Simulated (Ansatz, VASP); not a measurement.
This is a calculation of NbTe for Ansatz 0.2.0.

Contents of input.yaml:

```yaml
crystal:
  lattice:
    - [3.7029743866, 0.0, 0.0]
    - [-1.8514871933, 3.2068698884, 0.0]
    - [0.0, 0.0, 3.694211]
  atoms:
    - { symbol: Te, position: [0.6666666667, 0.3333333333, 0.0] }
    - { symbol: Nb, position: [0.0, 0.0, 0.5] }
hamiltonian:
  xc: pbesol
  pseudopotentials: { kind: paw }
  dispersion: d4
kpoints:
  mp_grid: { grid: [8, 8, 7] }
scf:
  occupations: { method: fermi_dirac, width: 0.05 }
output:
  forces: true
  stress: true
  eigenvalues: true
relax:
  f_tol: 0.01
  max_steps: 40
  cell: { stress_tol: 0.05 }
```

Potentials or basis: Ansatz PAW.

Command:

```sh
$ ansatz run input.yaml --threads 2 --pin off --max-ram 5632MiB --backend cpu --events-out ev --progress --plain --runs-dir out
```

Q: Translate it to VASP 6.6.1. Potentials there: VASP PAW PBE potentials, release 64 (Te, Nb_sv).

A: As run (the cutoff follows the program's own potentials):

The input INCAR:

```
SYSTEM = NbTe
PREC     = Accurate       ! precision mode
ENCUT    = 600            ! plane-wave cutoff, eV
EDIFF    = 1E-6           ! SCF threshold, eV
ISMEAR   = -1             ! smearing method
SIGMA    = 0.05           ! smearing width, eV
LREAL    = .FALSE.        ! projectors in reciprocal space
LASPH    = .TRUE.         ! aspherical terms in the spheres
NELM     = 100            ! most SCF steps
ALGO     = Normal         ! electronic algorithm
ISIF     = 3              ! what is computed and relaxed
LWAVE    = .FALSE.        ! write WAVECAR
LCHARG   = .FALSE.        ! write CHGCAR
GGA      = PS             ! functional
IVDW     = 13             ! dispersion correction
IBRION   = 2              ! ionic algorithm
NSW      = 60             ! ionic steps
EDIFFG   = -0.01          ! ionic threshold
```

The input KPOINTS:

```
Automatic mesh
0
G
  8 8 7
  0 0 0
```

Contents of POSCAR:

```
NbTe
1.0
    3.7029743866      0.0000000000      0.0000000000
   -1.8514871933      3.2068698884      0.0000000000
    0.0000000000      0.0000000000      3.6942110000
Te Nb
1 1
Direct
    0.6666666667      0.3333333333      0.0000000000
    0.0000000000      0.0000000000      0.5000000000
```

Potentials or basis: VASP PAW PBE potentials, release 64 (Te, Nb_sv).

Run with:

```console
$ cat potpaw_PBE.64/Te/POTCAR potpaw_PBE.64/Nb_sv/POTCAR > POTCAR
$ mpirun -np 1 vasp_std > vasp.out
```

Both were run:

|  | VASP | Ansatz | Ansatz less VASP |
| --- | --- | --- | --- |
| gap on the k mesh at the Fermi level, each at its own relaxed structure (eV) | none | none | - |
| relaxed volume (Å³/atom) | 20.62 | 20.63 | +0.016 |
| relaxed cell length with the largest relative difference (Å) | 3.605 | 3.606 | +0.0010 |

VASP's potentials were made for PBE, not for PBEsol. A gap of «none» marks a metal or a gap that the smearing closes. VASP's potentials hold 19 valence electrons a cell and Ansatz's 29, so a difference there can come from the potentials and not from the codes.

Neither program's run includes spin-orbit coupling. Noted on Ansatz's run: the plane-wave basis is chosen anew once the cell has moved, so the energies of steps on either side of that aren't comparable.
